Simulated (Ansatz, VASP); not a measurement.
## One calculation of Bi, two programs

```
Bi
1.0
     4.48900    0.00000    0.00000
    -2.24450    3.88759    0.00000
     0.00000    0.00000   28.00000
Bi
2
Cartesian
  0.0000 2.5917 14.3695
  2.2445 1.2959 13.6305
```

Alike in both runs: task single point; functional PBE; k mesh 9 × 9 × 1; occupations gaussian, width 0.02 eV; no spin polarisation.

|  | VASP | Ansatz |
| --- | --- | --- |
| version | VASP 6.6.1 | Ansatz 0.2.0 |
| potentials or method | VASP PAW PBE potentials, release 64 (Bi_d), cutoff 520 eV | scalar-relativistic, plane waves, PAW |
| valence electrons in the cell | 30 | 30 |

```tsv
	VASP	Ansatz	Ansatz less VASP
gap on the k mesh at the Fermi level (eV)	none	none	-
rms of the force components (eV/Å)	1.739	1.747	+0.0081
```

Atom by atom the forces differ by 0.008 eV/Å (rms over components). A gap of «none» marks a metal or a gap that the smearing closes.

Spin-orbit coupling is off throughout.
